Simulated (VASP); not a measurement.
Input of a VASP 6.6.1 run:

File INCAR:

```
SYSTEM = TiB2
  ALGO = Normal
  EDIFF = 1E-6
  ENCUT = 500
  GGA = PE
  GGA_COMPAT = .FALSE.
  ISIF = 2
  ISMEAR = -1
  LASPH = .TRUE.
  LCHARG = .FALSE.
  LREAL = .FALSE.
  LWAVE = .FALSE.
  NBANDS = 16
  NELM = 120
  PREC = Accurate
  SIGMA = 0.15
```

Contents of KPOINTS:

```
k-points
0
G
  13 13 10
  0 0 0
```

POSCAR

```
TiB2
1.0
    2.9465181695      0.0000000000      0.0000000000
   -1.4732590847      2.5517595875      0.0000000000
    0.0000000000      0.0000000000      3.0936289509
Ti B
1 2
Direct
    0.0000000000      0.0000000000      0.0000000000
    0.3333333333      0.6666666667      0.5000000000
    0.6666666667      0.3333333333      0.5000000000
```

Potentials or basis: VASP PAW PBE potentials, release 64 (Ti_sv, B).

Run with:

```console
$ cat potpaw_PBE.64/Ti_sv/POTCAR potpaw_PBE.64/B/POTCAR > POTCAR
$ mpirun -np 1 vasp_std > vasp.out
```

Estimate the pressure.

30.2 GPa.

Estimate the band gap on the k mesh.

zero (band 9 reaches 11.42 eV, above the bottom of band 10 at 10.81 eV).
